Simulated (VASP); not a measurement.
Runs of VASP 6.6.1 on InAs3. The structure is that of space group Im-3m (No. 229), or close to it. The cells are those of the table. 

```csv
task,cell,k mesh,cutoff (eV),gap on the mesh (eV),pressure (GPa),relaxed volume (Å³/atom)
single point,"a = 5.324 Å, angles 109.5°, 4 atoms",4 × 4 × 4,520,none,-9.9,-
relaxation of cell and atoms,"relaxed from a = 5.324 Å, angles 109.5°, 4 atoms",4 × 4 × 4,600,none,-0.1,(a)
single point,"a = 4.852 Å, angles 109.5°, 4 atoms",4 × 4 × 4,520,none,-0.1,-
single point,"a = 4.862 Å, angles 109.5°, 4 atoms",12 × 12 × 12,520,none,0.1,-
relaxation of cell and atoms,"relaxed from a = 4.852 Å, angles 109.5°, 4 atoms",12 × 12 × 12,600,none,0.0,22.15
```

Alike in all rows: level PBE; potentials or basis VASP PAW PBE potentials, release 64 (In_d, As); no spin polarisation; smearing gaussian 0.1 eV.

Q: Fill in the values left out.

A: (a) 21.98.

Caveats: some runs use coarse meshes; spin-orbit coupling is left out, which moves the levels of the heavy elements; the volume moved by over 15 % at a fixed basis, so the end points are rough (some runs).

A k mesh can miss the band edges, and the runs leave out spin-orbit coupling on As, In.

A gap of «none» marks levels without a gap at the run's occupations.
